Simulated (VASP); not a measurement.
**Zn2SbO4: single point with PBE**

Crystal: Zn2SbO4.

```
Zn Sb O
1.0
    -1.97453    1.97453    5.98877
     1.97453   -1.97453    5.98877
     1.97453    1.97453   -5.98877
Zn Sb O
2 1 4
Direct
  0.75000 0.25000 0.50000
  0.25000 0.75000 0.50000
  0.50000 0.50000 0.00000
  0.10168 0.60168 0.50000
  0.60168 0.10168 0.50000
  0.89832 0.39832 0.50000
  0.39832 0.89832 0.50000
```

The cell was built from a structure type or drawn by symmetry, and may not be a known phase.

```yaml
Program: VASP 6.6.1
Task: single point
Functional: PBE
Potentials_or_basis: VASP PAW PBE potentials, release 64 (Zn, Sb, O)
Cutoff: 520 eV
k_mesh: 5 × 5 × 5
Occupations: gaussian, width 0.2 eV
Spin: no spin polarisation
```

```
Pressure               : 0.1 GPa
Largest force          : 0.290 eV/Å
Band gap on the k mesh : zero (an odd number of electrons rules out a gap without spin polarisation)
```

Forces on the atoms (eV/Å):
```
Zn   0.000  0.000  0.000
Zn   0.000  0.000  0.000
Sb   0.000  0.000  0.000
O    0.000  0.000 -0.290
O    0.000  0.000 -0.290
O    0.000  0.000  0.290
O    0.000  0.000  0.290
```

Stress tensor (GPa, compression positive):
```
-0.79  0.00  0.00
 0.00 -0.79  0.00
 0.00  0.00  1.73
```

Levels at points of the mesh, in eV from the Fermi level:
| k point | band 25 | band 26 | band 27 | band 28 | band 29 | band 30 |
| --- | --- | --- | --- | --- | --- | --- |
| (0.00, 0.00, 0.00) | -1.65 | -0.93 | -0.93 | 1.77 | 1.84 | 4.35 |

It took 5.6 min on 1 thread of Oxide Virtual Turin-like Processor, on a shared host, peak memory 0.33 GiB.

Caveat: spin-orbit coupling is left out, which moves the levels of the heavy elements; an odd number of electrons without spin polarisation forces a metal; a magnetic or distorted state may lie lower.
